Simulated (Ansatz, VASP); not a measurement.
# Cl: VASP beside Ansatz

```
Cl
1.0
     3.14500   -2.25000    0.00000
     3.14500    2.25000    0.00000
     0.00000    0.00000    8.21000
Cl
4
Direct
  0.37000 0.63000 0.40000
  0.13000 0.87000 0.90000
  0.63000 0.37000 0.60000
  0.87000 0.13000 0.10000
```

Alike in both runs: task relaxation of cell and atoms; functional revPBE; dispersion D3(BJ); k mesh 7 × 7 × 4; occupations fermi-dirac, width 0.05 eV; no spin polarisation.

```csv
,VASP,Ansatz
version,VASP 6.6.1,Ansatz 0.2.0
potentials or method,"VASP PAW PBE potentials, release 64 (Cl)",Ansatz PAW
plane-wave cutoff (eV),600,420
valence electrons in the cell,28,28
```

Ansatz gave:

- relaxed volume (Å³/atom): 27.50
- relaxed length of the cell vector where the two differ most in proportion (Å): 8.145

Question: Which values does VASP return?

Answer: Relaxed volume (Å³/atom): 27.60; relaxed length of the cell vector where the two differ most in proportion (Å): 8.137.

VASP's potentials were made for PBE, not for revPBE.

Noted on Ansatz's run: odd divisions of the mesh miss points on the zone boundary, where band edges often lie, so the gap on the mesh can be too wide; the plane-wave basis is chosen anew once the cell has moved, so the energies of steps on either side of that aren't comparable.
